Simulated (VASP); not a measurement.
Runs of VASP 6.6.1 on As. The structure is that of space group Fd-3m (No. 227), or close to it. The cells are those of the table. 

```tsv
task	cell	smearing	k mesh for the DOS	occupations for the DOS	gap on the mesh (eV)	pressure (GPa)
single point	a = 3.829 Å, angles 60.0°, 2 atoms	fermi-dirac 0.05 eV	-	-	none	(a)
single point	a = 3.229 Å, angles 60.0°, 2 atoms	fermi-dirac 0.05 eV	-	-	none	217.8
single point	a = 3.452 Å, angles 60.0°, 2 atoms	tetrahedron	-	-	none	104.7
single point	a = 3.105 Å, angles 60.0°, 2 atoms	fermi-dirac 0.05 eV	-	-	none	323.6
```

Alike in all rows: level LDA; potentials or basis VASP PAW LDA potentials, release 64 (As); no spin polarisation; k mesh 13 × 13 × 13; cutoff (eV) 520.

**Question.** Estimate the missing entries.

**Answer.** (a) 27.6.

Caveats: tetrahedron occupations give inexact forces and stress in metals (some runs).

A k mesh can miss the band edges, and the runs leave out spin-orbit coupling on As.

A gap of «none» marks levels without a gap at the run's occupations.
